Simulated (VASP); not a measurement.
# SiO2 (P4_2/mnm) in VASP: further runs

Runs on SiO2. Level: LDA. Tasks: single point.

All numbers are computed with VASP 6.6.1; they aren't measurements. Logs are shortened: lines on timing, memory, paths and dates and some standing lists are left out, and cuts for length are marked.

## 1. The cell of the first run

The structure is tetragonal, space group P4_2/mnm (No. 136). The conventional cell has a = 4.080 Å, b = 4.080 Å, c = 2.661 Å, α = 90.00°, β = 90.00°, γ = 90.00°. Within 2.3 Å of Si (site symmetry mmm) lie 6 O at 1.74 to 1.76 Å. Within 2.3 Å of O (site symmetry m2m) lie 3 Si at 1.74 to 1.76 Å and 1 O at 2.24 Å.

## 2. Single point, LDA

File INCAR:

```
SYSTEM = SiO2
PREC = Accurate ; ENCUT = 520
EDIFF = 1E-7 ; ISMEAR = 0
SIGMA = 0.05 ; LREAL = .FALSE.
LASPH = .TRUE. ; NELM = 60
ALGO = Normal ; ISIF = 2
LWAVE = .FALSE. ; LCHARG = .FALSE.
NBANDS = 25
```

File KPOINTS:

```
regular mesh
0
G
  6 6 8
  0 0 0
```

File POSCAR:

```
SiO2
1.0
    4.0804000000      0.0000000000      0.0000000000
    0.0000000000      4.0804000000      0.0000000000
    0.0000000000      0.0000000000      2.6613102772
Si O
2 4
Direct
    0.5000000000      0.5000000000      0.5000000000
    0.0000000000      0.0000000000      0.0000000000
    0.6944252994      0.6944252994      0.0000000000
    0.1944252994      0.8055747006      0.5000000000
    0.3055747006      0.3055747006      0.0000000000
    0.8055747006      0.1944252994      0.5000000000
```

Potentials or basis: VASP PAW LDA potentials, release 64 (Si, O).

The run is started by

```
> cat potpaw_LDA.64/Si/POTCAR potpaw_LDA.64/O/POTCAR > POTCAR
> mpirun -np 1 vasp_std > vasp.out
```

OUTCAR:

```text
SYSTEM = SiO2
   PREC = Accurate
   ENCUT = 520
   EDIFF = 1E-7
   ISMEAR = 0
   LREAL = .FALSE.
   LASPH = .TRUE.
   NELM = 60
   ISIF = 2

 ion  position               nearest neighbor table
   1  0.500  0.500  0.500-   3 1.74   5 1.74   3 1.74   5 1.74   4 1.76   6 1.76
   2  0.000  0.000  0.000-   4 1.74   6 1.74   4 1.74   6 1.74   5 1.76   3 1.76
   3  0.694  0.694  0.000-   1 1.74   1 1.74   2 1.76
   4  0.194  0.806  0.500-   2 1.74   2 1.74   1 1.76
   5  0.306  0.306  0.000-   1 1.74   1 1.74   2 1.76
   6  0.806  0.194  0.500-   2 1.74   2 1.74   1 1.76

  LATTYP: Found a simple tetragonal cell.
 ALAT       =     4.0804000000
 C/A-ratio  =     0.6522179877

  Lattice vectors:

 A1 = (   4.0804000000,   0.0000000000,   0.0000000000)
 A2 = (   0.0000000000,   4.0804000000,   0.0000000000)
 A3 = (   0.0000000000,   0.0000000000,   2.6613102772)

Analysis of symmetry for initial positions (statically):
=====================================================================
 Subroutine PRICEL returns:
 Original cell was already a primitive cell.

 Routine SETGRP: Setting up the symmetry group for a
 simple tetragonal supercell.

 Subroutine GETGRP returns: Found 16 space group operations
 (whereof  8 operations were pure point group operations)
 out of a pool of 16 trial point group operations.

The static configuration has the point symmetry D_2h.
 The point group associated with its full space group is D_4h.

Analysis of symmetry for dynamics (positions and initial velocities):
=====================================================================
 Subroutine PRICEL returns:
 Original cell was already a primitive cell.

 Routine SETGRP: Setting up the symmetry group for a
 simple tetragonal supercell.

 Subroutine GETGRP returns: Found 16 space group operations
 (whereof  8 operations were pure point group operations)
 out of a pool of 16 trial point group operations.

The dynamic configuration has the point symmetry D_2h.
 The point group associated with its full space group is D_4h.

 Subroutine INISYM returns: Found 16 space group operations
 (whereof  8 operations are pure point group operations),
 and found     1 'primitive' translations

----------------------------------------------------------------------------------------

                                     Primitive cell

  volume of cell :      44.3099

  direct lattice vectors                    reciprocal lattice vectors
     4.080400000  0.000000000  0.000000000     0.245074012  0.000000000  0.000000000
     0.000000000  4.080400000  0.000000000     0.000000000  0.245074012  0.000000000
     0.000000000  0.000000000  2.661310277     0.000000000  0.000000000  0.375754758

  length of vectors
     4.080400000  4.080400000  2.661310277     0.245074012  0.245074012  0.375754758

  position of ions in fractional coordinates (direct lattice)
     0.500000000  0.500000000  0.500000000
     0.000000000  0.000000000  0.000000000
     0.694425299  0.694425299  0.000000000
     0.194425299  0.805574701  0.500000000
     0.305574701  0.305574701  0.000000000
     0.805574701  0.194425299  0.500000000

  ion indices of the primitive-cell ions
   primitive index   ion index
                 1           1
                 2           2
                 3           3
                 4           4
                 5           5
                 6           6

----------------------------------------------------------------------------------------

 KPOINTS: regular mesh

Automatic generation of k-mesh.
 Grid dimensions read from file:
 generate k-points for:    6    6    8

 Generating k-lattice:

  Cartesian coordinates                     Fractional coordinates (reciprocal lattice)
     0.040845669  0.000000000  0.000000000     0.166666667  0.000000000  0.000000000
     0.000000000  0.040845669  0.000000000     0.000000000  0.166666667  0.000000000
     0.000000000  0.000000000  0.046969345     0.000000000  0.000000000  0.125000000

  Length of vectors
     0.040845669  0.040845669  0.046969345

  Shift w.r.t. Gamma in fractional coordinates (k-lattice)
     0.000000000  0.000000000  0.000000000

 Subroutine IBZKPT returns following result:
 ===========================================

 Found     50 irreducible k-points:

 Following reciprocal coordinates:
            Coordinates               Weight
  0.000000  0.000000  0.000000      1.000000
  0.166667  0.000000  0.000000      4.000000
  0.333333  0.000000  0.000000      4.000000
  0.500000  0.000000  0.000000      2.000000
  0.166667  0.166667  0.000000      4.000000
  0.333333  0.166667  0.000000      8.000000
[... 16 lines left out ...]
  0.333333  0.000000  0.250000      8.000000
  0.500000  0.000000  0.250000      4.000000
 [... further k-points ...]
   k-points           NKPTS =     50   k-points in BZ     NKDIM =     50   number of bands    NBANDS=     25
   number of dos      NEDOS =    301   number of ions     NIONS =      6
   total plane-waves  NPLWV =  18000
   dimension x,y,z NGX =    30 NGY =   30 NGZ =   20
   dimension x,y,z NGXF=    60 NGYF=   60 NGZF=   40
   ions per type =               2   4
   NGX,Y,Z   is equivalent  to a cutoff of  12.22, 12.22, 12.49 a.u.
   NGXF,Y,Z  is equivalent  to a cutoff of  24.45, 24.45, 24.99 a.u.
 SYSTEM =  SiO2
   PREC   = accura    normal or accurate (medium, high low for compatibility)
   ISTART =      0    job   : 0-new  1-cont  2-samecut
   ICHARG =      2    charge: 1-file 2-atom 10-const
   ISPIN  =      1    spin polarized calculation?
   LNONCOLLINEAR =      F non collinear calculations
   LSORBIT =      F    spin-orbit coupling
   LASPH  =      T    aspherical Exc in radial PAW
   ENCUT  =  520.0 eV  38.22 Ry    6.18 a.u.   7.59  7.59  4.95*2*pi/ulx,y,z
   NELM   =     60;   NELMIN=  2; NELMDL= -5     # of ELM steps
   EDIFF  = 0.1E-06   stopping-criterion for ELM
   LREAL  =      F    real-space projection
   EDIFFG = 0.1E-05   stopping-criterion for IOM
   NSW    =      0    number of steps for IOM
   IBRION =     -1    ionic relax: 0-MD 1-quasi-New 2-CG
   NFREE  =      0    steps in history (QN), initial steepest desc. (CG)
   ISIF   =      2    stress and relaxation
   ISYM   =      2    0-nonsym 1-usesym 2-fastsym
   POTIM  = 0.5000    time-step for ionic-motion
   TEBEG  =    0.0;   TEEND  =   0.0 temperature during run
   PSTRESS=    0.0 pullay stress
   NELECT =      32.0000    total number of electrons
   NUPDOWN=      -1.0000    fix difference up-down
   EMIN   =  10.00;   EMAX   =-10.00  energy-range for DOS
   EFERMI =   0.00;   METHOD = LEGACY
   ISMEAR =     0;   SIGMA  =   0.05  broadening in eV -4-tet -1-fermi 0-gaus
   EFERMI_NEDOS =   21; number of points for ismear=-14 and -15
   IALGO  =     38    algorithm
   IMIX   =      4    mixing-type and parameters
     AMIX     =   0.40;   BMIX     =  1.00
     AMIX_MAG =   1.60;   BMIX_MAG =  1.00
  volume/ion in A,a.u.               =       7.38        49.84
  Fermi-wavevector in a.u.,A,eV,Ry     =   1.468784  2.775599 29.352194  2.157325
  Thomas-Fermi vector in A             =   2.584240
   LORBIT       =      0    0 simple, 1 ext, 2 COOP (PROOUT), +10 PAW based schemes
   GGA     = CA    functional components
   LHFCALC =     F    Hartree Fock is set to
   AEXX    =    0.0000 exact exchange contribution
   IVDW    =     0    specifies the selected vdW correction
   LEPSILON=     F    determine dielectric tensor
   LRPA    =     F    only Hartree local field effects (RPA)
 non-spin polarized calculation
 Gauss-broadening in eV      SIGMA  =   0.05
  energy-cutoff  :      520.00
  volume of cell :       44.31
 maximum number of plane-waves:      1216
   NGX = 15   NGY = 15   NGZ =  9

 number of electron      31.9999995 magnetization

 Free energy of the ion-electron system (eV)
  ---------------------------------------------------
  ext. energy  EPLUGINS =         0.00000000
  ---------------------------------------------------
  free energy    TOTEN  =       -51.88453693 eV

  energy without entropy =      -51.88453693  energy(sigma->0) =      -51.88453693

 E-fermi :   9.0948     XC(G=0): -12.9948

 val. band max:        8.8373470152   @ k =   0.0000   0.0000   0.0000
 cond. band min:      15.1219178589   @ k =   0.0000   0.0000   0.0000
 fundamental gap:      6.2845708437
 Fermi energy:         9.0947624243

 k-point     1 :       0.0000    0.0000    0.0000
  band No.  band energies     occupation
      1     -14.1038      2.00000
      2     -10.0467      2.00000
      3     -10.0467      2.00000
      4      -9.7343      2.00000
      5      -2.4047      2.00000
      6       2.0031      2.00000
[... 17 lines left out ...]
     24      23.8137      0.00000
     25      24.8560      0.00000

 k-point     2 :       0.1667    0.0000    0.0000
  band No.  band energies     occupation
      1     -13.9440      2.00000
      2     -10.7909      2.00000
      3      -9.9622      2.00000
      4      -9.3411      2.00000
      5      -2.2147      2.00000
      6       1.3465      2.00000
[... 17 lines left out ...]
     24      23.1094      0.00000
     25      24.6966      0.00000

 k-point     3 :       0.3333    0.0000    0.0000
  band No.  band energies     occupation
      1     -13.4757      2.00000
      2     -11.7960      2.00000
      3      -9.7337      2.00000
      4      -9.2464      2.00000
      5      -1.6866      2.00000
      6       0.1734      2.00000
[... 17 lines left out ...]
     24      23.1202      0.00000
     25      23.6350      0.00000

 k-point     4 :       0.5000    0.0000    0.0000
  band No.  band energies     occupation
      1     -12.7352      2.00000
      2     -12.7352      2.00000
      3      -9.4440      2.00000
      4      -9.4440      2.00000
      5      -0.8751      2.00000
      6      -0.8751      2.00000
[... 17 lines left out ...]
     24      22.2722      0.00000
     25      23.9852      0.00000
[... 477 lines left out ...]
 k-point    22 :       0.1667    0.0000    0.2500
  band No.  band energies     occupation
      1     -13.1137      2.00000
      2     -10.3908      2.00000
      3      -9.5983      2.00000
      4      -9.3622      2.00000
      5      -1.9176      2.00000
      6       1.1076      2.00000
[... 17 lines left out ...]
     24      22.8012      0.00000
     25      22.9189      0.00000

 k-point    23 :       0.3333    0.0000    0.2500
  band No.  band energies     occupation
      1     -12.6857      2.00000
      2     -11.2083      2.00000
      3      -9.4683      2.00000
      4      -9.2588      2.00000
      5      -1.1630      2.00000
      6       0.5646      2.00000
[... 17 lines left out ...]
     24      21.6531      0.00000
     25      22.6109      0.00000

 k-point    24 :       0.5000    0.0000    0.2500
  band No.  band energies     occupation
      1     -12.0215      2.00000
      2     -12.0215      2.00000
      3      -9.3250      2.00000
      4      -9.3250      2.00000
      5      -0.2472      2.00000
      6      -0.2472      2.00000
[... 17 lines left out ...]
     24      21.5689      0.00000
     25      22.5871      0.00000

 [... further k-points ...]
[... 5 lines left out ...]
  --------------------------------------------------------------------------------------
  -------------------------------------------------------------------------------------
  Total        4.3056973      4.3056973      2.6967071      0.0000000      0.0000000      0.0000000
  in kB      155.6872654    155.6872654     97.5086995      0.0000000      0.0000000      0.0000000
  external PRESSURE =     136.2944101 kB  Pullay stress =       0.0000000 kB

 VOLUME and BASIS-vectors are now :
 -----------------------------------------------------------------------------
  energy-cutoff  :      520.00
  volume of cell :       44.31
      direct lattice vectors                 reciprocal lattice vectors
     4.080400000  0.000000000  0.000000000     0.245074012  0.000000000  0.000000000
     0.000000000  4.080400000  0.000000000     0.000000000  0.245074012  0.000000000
     0.000000000  0.000000000  2.661310277     0.000000000  0.000000000  0.375754758

 POSITION                                       TOTAL-FORCE (eV/Angst)
 -----------------------------------------------------------------------------------
      2.04020      2.04020      1.33066        -0.000000     -0.000000      0.000000
      0.00000      0.00000      0.00000        -0.000000     -0.000000      0.000000
      2.83353      2.83353      0.00000         0.244467      0.244467     -0.000000
      0.79333      3.28707      1.33066         0.244467     -0.244467      0.000000
      1.24687      1.24687      0.00000        -0.244467     -0.244467      0.000000
      3.28707      0.79333      1.33066        -0.244467      0.244467     -0.000000
 -----------------------------------------------------------------------------------
    total drift:                               -0.000000      0.000000      0.000000

  FREE ENERGIE OF THE ION-ELECTRON SYSTEM (eV)
  ---------------------------------------------------
  free  energy   TOTEN  =       -51.8845369334 eV

  energy  without entropy=      -51.8845369334  energy(sigma->0) =      -51.88453693
```

Wall time 77 s (1 thread of AMD EPYC 7R13, shared host); peak memory 0.13 GiB.

What came out:

| Item | Value |
| --- | --- |
| Free energy | -51.8845 eV |
| Pressure | 13.6 GPa |
| Largest force | 0.346 eV/Å |
| Band gap on the k mesh | 6.28 eV |

Forces on the atoms (eV/Å):
```
Si   0.000  0.000  0.000
Si   0.000  0.000  0.000
O    0.244  0.244  0.000
O    0.244 -0.244  0.000
O   -0.244 -0.244  0.000
O   -0.244  0.244  0.000
```

Caveat: the cell stands under pressure. A k mesh can miss the band edges.

## 3. Single point, LDA

This run uses another cell than the first one, of the same volume but with other edges.

File INCAR:

```
SYSTEM = SiO2
PREC     = Accurate       ! precision mode
ENCUT    = 520            ! plane-wave cutoff, eV
EDIFF    = 1E-7           ! SCF threshold, eV
ISMEAR   = 0              ! smearing method
SIGMA    = 0.05           ! smearing width, eV
LREAL    = .FALSE.        ! projectors in reciprocal space
LASPH    = .TRUE.         ! aspherical terms in the spheres
NELM     = 60             ! most SCF steps
ALGO     = Normal         ! electronic algorithm
ISIF     = 2              ! what is computed and relaxed
LWAVE    = .FALSE.        ! write WAVECAR
LCHARG   = .FALSE.        ! write CHGCAR
NBANDS   = 25             ! bands
```

KPOINTS is that of step 2.

Changes to POSCAR since step 2:

```diff
@@ -2,5 +2,5 @@
 1.0
-    4.0804000000      0.0000000000      0.0000000000
-    0.0000000000      4.0804000000      0.0000000000
-    0.0000000000      0.0000000000      2.6613102772
+    4.1801000000      0.0000000000      0.0000000000
+    0.0000000000      4.1801000000      0.0000000000
+    0.0000000000      0.0000000000      2.5336000000
 Si O
```

Potentials or basis: VASP PAW LDA potentials, release 64 (Si, O).

The run is started by

```
> cat potpaw_LDA.64/Si/POTCAR potpaw_LDA.64/O/POTCAR > POTCAR
> mpirun -np 1 vasp_std > vasp.out
```

Run time: 84 s. Hardware: 1 thread of AMD EPYC 7R13, shared host; peak memory 0.13 GiB.

It converged, with:

```
Free energy            : -51.6900 eV
Pressure               : 18.3 GPa
Largest force          : 0.082 eV/Å
Band gap on the k mesh : 6.66 eV
```

Forces in eV/Å, atoms in the order of the input:
```
Si   0.000  0.000  0.000
Si   0.000  0.000  0.000
O    0.058  0.058  0.000
O    0.058 -0.058  0.000
O   -0.058 -0.058  0.000
O   -0.058  0.058  0.000
```

Stress tensor (GPa, compression positive):
```
 6.58  0.00  0.00
 0.00  6.58  0.00
 0.00  0.00 41.74
```

Levels at points of the mesh, in eV from the valence-band top:
```tsv
k point	band 14	band 15	band 16	band 17	band 18	band 19
(0.00, 0.00, 0.00)	-0.98	-0.98	0.00	6.66	7.52	9.51
(0.50, 0.00, 0.00)	-2.53	-1.18	-1.18	8.80	8.80	9.91
(0.50, 0.50, 0.00)	-2.69	-2.65	-2.65	8.39	8.39	10.90
(0.00, 0.00, 0.50)	-3.21	-2.89	-2.89	9.47	9.47	12.71
(0.50, 0.00, 0.50)	-2.52	-1.90	-1.90	8.97	8.97	9.81
(0.50, 0.50, 0.50)	-1.98	-1.68	-1.68	7.46	7.46	10.99
```

Caveat: the cell stands under pressure. A k mesh can miss the band edges.
